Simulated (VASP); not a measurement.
Write the native input for VASP 6.6.1 that does the following.

| Item | Value |
| --- | --- |
| Task | single point |
| Functional | PBEsol |
| Potentials or basis | VASP PAW PBE potentials, release 64 (Rb_sv) |
| Cutoff | 520 eV |
| k mesh | 14 × 14 × 14 |
| Occupations | gaussian, width 0.15 eV |
| Spin | no spin polarisation |
| Dipole correction | no |
| Further INCAR settings | ALGO = Fast; EDIFF = 1e-06; NBANDS = 10 |

The structure of Rb lies in POSCAR:

```
Rb
1.0
   -1.8025110711      2.8996917231      2.8996917231
    2.8996917231     -1.8025110711      2.8996917231
    2.8996917231      2.8996917231     -1.8025110711
Rb
1
Direct
    0.0000000000      0.0000000000      0.0000000000
```

This cell differs from its parent crystal: ratio of the length along [111] to the lengths across it x 1.7, volume and fractional coordinates fixed.

The input as run:

INCAR

```
SYSTEM = Rb
  ALGO = Fast
  EDIFF = 1E-6
  ENCUT = 520
  GGA = PS
  ISIF = 2
  ISMEAR = 0
  LASPH = .True.
  LCHARG = .False.
  LREAL = .False.
  LWAVE = .False.
  NBANDS = 10
  NELM = 100
  PREC = Accurate
  SIGMA = 0.15
```

KPOINTS

```
k-points
0
Gamma
  14 14 14
  0 0 0
```

Potentials or basis: VASP PAW PBE potentials, release 64 (Rb_sv).

The run is started by

```bash
$ cat potpaw_PBE.64/Rb_sv/POTCAR > POTCAR
$ mpirun -np 1 vasp_std > vasp.out
```

It gave:

```
Pressure               : 0.1 GPa
Band gap on the k mesh : zero (an odd number of electrons rules out a gap without spin polarisation)
```

Caveat: the PAW data sets were made with another functional, which shifts forces and pressure a little.

Run time: 4.6 min on 1 thread of Intel Xeon 8259CL, on a shared host, peak memory 0.38 GiB.
